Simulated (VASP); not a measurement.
# HfB (I4/mmm) in VASP: notebook, part 2 of 2

VASP 6.6.1. Earlier steps stand in the parts before.

## Step 3: Single point, PBEsol (biaxial strain in the a-b plane: +4.5 %)

INCAR

```
SYSTEM = HfB
PREC = Accurate ; ENCUT = 520
EDIFF = 1E-7 ; ISMEAR = 0
SIGMA = 0.1 ; LREAL = .False.
LASPH = .True. ; NELM = 80
ALGO = Normal ; ISIF = 2
LWAVE = .False. ; LCHARG = .True.
GGA = PS ; LELF = .True.
LVHAR = .True. ; NBANDS = 21
```

KPOINTS

```
regular mesh
0
Gamma
  16 16 12
  0 0 0
```

POSCAR

```
HfB
1.0
    2.5016753519      2.5016753519      0.0000000000
   -2.5016753519      2.5016753519      0.0000000000
    0.0000000000      0.0000000000      4.6586222342
Hf B
2 2
Direct
    0.5000000000      0.5000000000      0.0000000000
    0.0000000000      0.0000000000      0.5000000000
    0.0000000000      0.0000000000      0.0000000000
    0.5000000000      0.5000000000      0.5000000000
```

Potentials or basis: VASP PAW PBE potentials, release 64 (Hf_pv, B).

Launch:

```sh
> cat potpaw_PBE.64/Hf_pv/POTCAR potpaw_PBE.64/B/POTCAR > POTCAR
> mpirun -np 1 vasp_std > vasp.out
```

OUTCAR:

```text
SYSTEM = HfB
   PREC = Accurate
   ENCUT = 520
   EDIFF = 1E-7
   ISMEAR = 0
   LREAL = .False.
   LASPH = .True.
   NELM = 80
   ISIF = 2
   GGA = PS

 ion  position               nearest neighbor table
   1  0.500  0.500  0.000-   4 2.33   4 2.33   3 2.50   3 2.50   3 2.50   3 2.50   2 3.42   2 3.42
                             2 3.42   2 3.42   2 3.42   2 3.42   2 3.42   2 3.42
   2  0.000  0.000  0.500-   3 2.33   3 2.33   4 2.50   4 2.50   4 2.50   4 2.50   1 3.42   1 3.42
                             1 3.42   1 3.42   1 3.42   1 3.42   1 3.42   1 3.42
   3  0.000  0.000  0.000-   2 2.33   2 2.33   1 2.50   1 2.50   1 2.50   1 2.50
   4  0.500  0.500  0.500-   1 2.33   1 2.33   2 2.50   2 2.50   2 2.50   2 2.50

  LATTYP: Found a simple tetragonal cell.
 ALAT       =     3.5379032113
 C/A-ratio  =     1.3167749246

  Lattice vectors:

 A1 = (   2.5016753519,   2.5016753519,   0.0000000000)
 A2 = (  -2.5016753519,   2.5016753519,   0.0000000000)
 A3 = (   0.0000000000,   0.0000000000,   4.6586222342)

Analysis of symmetry for initial positions (statically):
=====================================================================
 Subroutine PRICEL returns following result:

  LATTYP: Found a body centered tetragonal cell.
 ALAT       =     3.5379032113
 C/A-ratio  =     1.3167749246

  Lattice vectors:

 A1 = (   0.0000000000,  -2.5016753519,  -2.3293111171)
 A2 = (   0.0000000000,   2.5016753519,  -2.3293111171)
 A3 = (   2.5016753519,   0.0000000000,   2.3293111171)

   2 primitive cells build up your supercell.

 Routine SETGRP: Setting up the symmetry group for a
 simple tetragonal supercell.

 Subroutine GETGRP returns: Found 16 space group operations
 (whereof 16 operations were pure point group operations)
 out of a pool of 16 trial point group operations.

The static configuration has the point symmetry D_4h.

Analysis of symmetry for dynamics (positions and initial velocities):
=====================================================================
[... 135 lines left out ...]
   EFERMI =   0.00;   METHOD = LEGACY
   ISMEAR =     0;   SIGMA  =   0.10  broadening in eV -4-tet -1-fermi 0-gaus
   EFERMI_NEDOS =   21; number of points for ismear=-14 and -15
   IALGO  =     38    algorithm
   IMIX   =      4    mixing-type and parameters
     AMIX     =   0.40;   BMIX     =  1.00
     AMIX_MAG =   1.60;   BMIX_MAG =  1.00
  volume/ion in A,a.u.               =      14.58        98.38
  Fermi-wavevector in a.u.,A,eV,Ry     =   1.250689  2.363460 21.282561  1.564224
  Thomas-Fermi vector in A             =   2.384672
   LORBIT       =      0    0 simple, 1 ext, 2 COOP (PROOUT), +10 PAW based schemes
   GGA     = PS    functional components
   LHFCALC =     F    Hartree Fock is set to
   AEXX    =    0.0000 exact exchange contribution
   IVDW    =     0    specifies the selected vdW correction
   LEPSILON=     F    determine dielectric tensor
   LRPA    =     F    only Hartree local field effects (RPA)
 non-spin polarized calculation
 Gauss-broadening in eV      SIGMA  =   0.10
  energy-cutoff  :      520.00
  volume of cell :       58.31
 maximum number of plane-waves:      1596
 NGX is ok and might be reduce to    28
   NGX = 13   NGY = 13   NGZ = 17

 number of electron      26.0000000 magnetization

 Free energy of the ion-electron system (eV)
  ---------------------------------------------------
  ext. energy  EPLUGINS =         0.00000000
  ---------------------------------------------------
  free energy    TOTEN  =       -36.53084706 eV

  energy without entropy =      -36.52104477  energy(sigma->0) =      -36.52594591

 E-fermi :   3.9842     XC(G=0): -11.6185

 val. band max:        3.9775096747   @ k =   0.5000   0.1875   0.1667
 cond. band min:       3.9896276279   @ k =   0.1250   0.1250   0.0000
 fundamental gap:      0.0121179532
 Fermi energy:         3.9841781447

 k-point     1 :       0.0000    0.0000    0.0000
  band No.  band energies     occupation
      1     -25.5050      2.00000
      2     -25.3347      2.00000
      3     -25.3347      2.00000
      4     -25.1604      2.00000
      5     -25.1604      2.00000
      6     -25.1380      2.00000
[... 565 lines left out ...]
     20      10.1868      0.00000
     21      11.3141      0.00000

 [... further k-points ...]
[... 5 lines left out ...]
  --------------------------------------------------------------------------------------
  -------------------------------------------------------------------------------------
  Total       -5.6897025     -5.6897025      2.3925316      0.0000000      0.0000000     -0.0000000
  in kB     -156.3330334   -156.3330334     65.7383606      0.0000000      0.0000000     -0.0000000
  external PRESSURE =     -82.3092354 kB  Pullay stress =       0.0000000 kB

 VOLUME and BASIS-vectors are now :
 -----------------------------------------------------------------------------
  energy-cutoff  :      520.00
  volume of cell :       58.31
      direct lattice vectors                 reciprocal lattice vectors
     2.501675352  2.501675352  0.000000000     0.199866062  0.199866062  0.000000000
    -2.501675352  2.501675352  0.000000000    -0.199866062  0.199866062  0.000000000
     0.000000000  0.000000000  4.658622234     0.000000000  0.000000000  0.214655739

 POSITION                                       TOTAL-FORCE (eV/Angst)
 -----------------------------------------------------------------------------------
      0.00000      2.50168      0.00000        -0.000000     -0.000000      0.000000
      0.00000      0.00000      2.32931         0.000000     -0.000000      0.000000
      0.00000      0.00000      0.00000         0.000000      0.000000      0.000000
      0.00000      2.50168      2.32931         0.000000      0.000000     -0.000000
 -----------------------------------------------------------------------------------
    total drift:                               -0.000000      0.000000     -0.000000

  FREE ENERGIE OF THE ION-ELECTRON SYSTEM (eV)
  ---------------------------------------------------
  free  energy   TOTEN  =       -36.5308470552 eV

  energy  without entropy=      -36.5210447705  energy(sigma->0) =      -36.52594591
```

stdout:

```text
POSCAR found type information on POSCAR HfB
 POSCAR found :  2 types and       4 ions
 scaLAPACK will be used
 -----------------------------------------------------------------------------
|                                                                             |
|                                                                             |
|     You enforced a specific xc type in the INCAR file but a different       |
|     I HOPE YOU KNOW WHAT YOU ARE DOING!                                     |
|                                                                             |
 -----------------------------------------------------------------------------

 LDA part: xc-table for (Slater+PW92), standard interpolation
 POSCAR, INCAR and KPOINTS ok, starting setup
 FFT: planning ... GRIDC
 FFT: planning ... GRID_SOFT
 FFT: planning ... GRID
 WAVECAR not read
 entering main loop
```

Wall time 8.3 min (1 thread of Intel Xeon 8259CL, shared host); peak memory 0.44 GiB.

Results:

```yaml
Free_energy: -36.5308 eV
Pressure: -8.2 GPa
Band_gap_on_the_k_mesh: zero (bands 13 and 14 overlap by 3.52 eV)
```

Stress tensor (GPa, compression positive):
```
-15.63   0.00   0.00
  0.00 -15.63   0.00
  0.00   0.00   6.57
```

Caveat: the cell differs from its parent crystal (biaxial strain in the a-b plane: +4.5 %); the stress differs along the axes, from -16 to 7 GPa; the PAW data sets were made with another functional, which shifts forces and pressure a little; spin-orbit coupling is left out, which moves the levels of the heavy elements.

## Step 4: Single point, PBEsol (biaxial strain in the a-b plane: +4.5 %, then relaxed in part)

INCAR

```
SYSTEM = HfB
PREC = Accurate ; ENCUT = 520
EDIFF = 1E-7 ; ISMEAR = 0
SIGMA = 0.1 ; LREAL = .False.
LASPH = .True. ; NELM = 60
ALGO = Normal ; ISIF = 2
LWAVE = .False. ; LCHARG = .False.
GGA = PS ; NBANDS = 21
```

KPOINTS is that of step 3.

POSCAR, as its differences from that of step 3:

```diff
@@ -4,3 +4,3 @@
    -2.5016753519      2.5016753519      0.0000000000
-    0.0000000000      0.0000000000      4.6586222342
+    0.0000000000      0.0000000000      4.7265488822
 Hf B
```

Launch:

```sh
> cat potpaw_PBE.64/Hf_pv/POTCAR potpaw_PBE.64/B/POTCAR > POTCAR
> mpirun -np 1 vasp_std > vasp.out
```

Wall time 6.6 min (1 thread of Intel Xeon 8259CL, shared host); peak memory 0.45 GiB.

Results (log left out):

| Property | Result |
| --- | --- |
| Free energy | -36.5488 eV |
| Pressure | -10.8 GPa |
| Band gap on the k mesh | zero (bands 13 and 14 overlap by 3.40 eV) |

Stress tensor (GPa, compression positive):
```
-16.29   0.00   0.00
  0.00 -16.29   0.00
  0.00   0.00   0.24
```

Levels at points of the mesh, in eV from the Fermi level:
```csv
k point,band 11,band 12,band 13,band 14,band 15,band 16
"(0.00, 0.00, 0.00)",1.57,1.57,1.77,1.77,2.32,3.22
"(0.50, 0.00, 0.00)",-0.79,-0.79,-0.64,-0.64,3.74,3.74
"(0.50, 0.50, 0.00)",-0.70,-0.70,1.93,1.93,2.03,2.03
"(0.00, 0.00, 0.50)",0.44,0.44,0.90,0.90,0.90,0.90
"(0.50, 0.00, 0.50)",-1.19,-1.19,-1.05,-1.05,5.12,5.12
"(0.50, 0.50, 0.50)",-1.56,-1.56,-1.46,-1.46,5.20,5.20
```

Caveat: the cell differs from its parent crystal (biaxial strain in the a-b plane: +4.5 %, then relaxed in part); the stress differs along the axes, from -16 to 0 GPa; the PAW data sets were made with another functional, which shifts forces and pressure a little; spin-orbit coupling is left out, which moves the levels of the heavy elements.

## Step 5: The runs side by side

```tsv
cell	gap on the mesh (eV)	pressure (GPa)
a = 3.487, b = 3.487, c = 4.747 Å, 4 atoms	none	-7.7
a = 3.538, b = 3.538, c = 4.659 Å, 4 atoms	none	-8.2
a = 3.538, b = 3.538, c = 4.727 Å, 4 atoms	none	-10.8
```

Alike in all rows: task single point; level PBEsol; potentials or basis VASP PAW PBE potentials, release 64 (Hf_pv, B); no spin polarisation; k mesh 16 × 16 × 12; cutoff (eV) 520; smearing gaussian 0.1 eV.

Caveats: the PAW data sets were made with another functional, which shifts forces and pressure a little; spin-orbit coupling is left out, which moves the levels of the heavy elements; the stress differs along the axes, from -12 to 0 GPa (at least some runs); the stress differs along the axes, from -16 to 7 GPa (at least some runs); the stress differs along the axes, from -16 to 0 GPa (at least some runs).

Total energies depend on the potentials used, so only differences within one code and one set of settings carry meaning.
